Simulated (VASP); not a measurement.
# Re: single point with PBE

The system is Re.

```xyz
4
Lattice="2.7717 0.0000 0.0000 -1.3859 2.4004 0.0000 0.0000 0.0000 8.9345" Properties=species:S:1:pos:R:3 pbc="T T T"
Re    0.0000    0.0000    0.0000
Re    0.0000    1.6003    2.2336
Re    0.0000    0.0000    4.4673
Re    1.3859    0.8001    6.7009
```

```json
{
  "Program": "VASP 6.6.1",
  "Task": "single point",
  "Functional": "PBE",
  "Potentials or basis": "VASP PAW PBE potentials, release 64 (Re)",
  "Cutoff": "600 eV",
  "k mesh": "18 × 18 × 6",
  "Occupations": "gaussian, width 0.1 eV",
  "Spin": "no spin polarisation"
}
```

```
Pressure               : 1.7 GPa
Band gap on the k mesh : zero (bands 14 and 15 overlap by 2.51 eV)
```

Stress tensor (GPa, compression positive):
```
1.68 0.00 0.00
0.00 1.68 0.00
0.00 0.00 1.60
```

Levels at points of the mesh, in eV from the Fermi level:
| k point | band 12 | band 13 | band 14 | band 15 | band 16 | band 17 |
| --- | --- | --- | --- | --- | --- | --- |
| (0.00, 0.00, 0.00) | -1.23 | -1.23 | -1.12 | -1.12 | 0.51 | 0.61 |
| (0.50, 0.00, 0.00) | 0.29 | 0.29 | 1.11 | 2.07 | 3.82 | 3.85 |
| (0.00, 0.00, 0.50) | -1.45 | -1.45 | -1.45 | -1.11 | -1.11 | 1.14 |
| (0.50, 0.00, 0.50) | -0.68 | 0.26 | 0.26 | 2.66 | 2.66 | 3.88 |

Run time: 110 s on 1 thread of Intel(R) Xeon(R) 6975P-C (Granite Rapids) (shared host), peak memory 0.33 GiB.

Caveat: spin-orbit coupling is left out, which moves the levels of the heavy elements.
